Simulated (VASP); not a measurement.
The system is BeTe.

```xyz
2
Lattice="0.0000 2.8286 2.8569 2.8286 0.0000 2.8569 2.8286 2.8286 0.0000" Properties=species:S:1:pos:R:3 pbc="T T T"
Be    0.0000    0.0000    0.0000
Te    1.4143    1.4143    1.4285
```

This cell differs from its parent crystal: uniaxial z strain +1.0%.

Base run:

- Program: VASP 6.6.1
- Functional: r2SCAN
- Potentials or basis: VASP PAW PBE potentials, release 64 (Be, Te)
- Cutoff: 520 eV
- k mesh: 8 × 8 × 8
- Occupations: gaussian, width 0.01 eV
- Spin: no spin polarisation

Its results: band gap on the k mesh 2.35 eV (least direct gap 4.02 eV); pressure -0.4 GPa.

Question: The run is repeated on the same cell with these changes: functional from r2SCAN to HSE06; k mesh from 8 × 8 × 8 to 6 × 6 × 6. What comes out?

Answer: Band gap on the k mesh 2.66 eV (least direct gap 4.40 eV); pressure -1.5 GPa.

Several settings changed at once.

Caveats: the PAW data sets were made with another functional, which shifts forces and pressure a little; spin-orbit coupling is left out, which moves the levels of the heavy elements.

A k mesh can miss the band edges.
